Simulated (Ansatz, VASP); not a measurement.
## One calculation of Si7Ge, two programs

```xyz
8
Lattice="5.4654 0.0000 0.0000 0.0000 5.4654 0.0000 0.0000 0.0000 5.4654" Properties=species:S:1:pos:R:3 pbc="T T T"
Si    1.3806    1.3806    1.3806
Si    0.0000    2.7327    2.7327
Si    2.7327    2.7327    0.0000
Si    2.7327    0.0000    2.7327
Si    4.0848    1.3806    4.0848
Si    4.0848    4.0848    1.3806
Si    1.3806    4.0848    4.0848
Ge    0.0000    0.0000    0.0000
```

Alike in both runs: task single point; functional r2SCAN; k mesh 6 × 6 × 6; occupations gaussian, width 0.05 eV; no spin polarisation.

|  | VASP | Ansatz |
| --- | --- | --- |
| version | VASP 6.6.1 | Ansatz 0.2.0 |
| potentials or method | VASP PAW PBE potentials, release 64 (Si, Ge_d), cutoff 520 eV | scalar-relativistic, plane waves, PAW |
| valence electrons in the cell | 42 | 42 |

|  | VASP | Ansatz | Ansatz less VASP |
| --- | --- | --- | --- |
| gap on the k mesh at the Fermi level (eV) | 0.59 | 0.58 | -0.010 |
| least direct gap on the mesh (eV) | 0.59 | 0.58 | -0.010 |
| pressure (GPa) | 0.0 | 0.2 | +0.19 |
| rms of the force components (eV/Å) | 0.005 | 0.012 | +0.0069 |

VASP's potentials were made for PBE, not for r2SCAN. Atom by atom the forces differ by 0.007 eV/Å (rms over components).
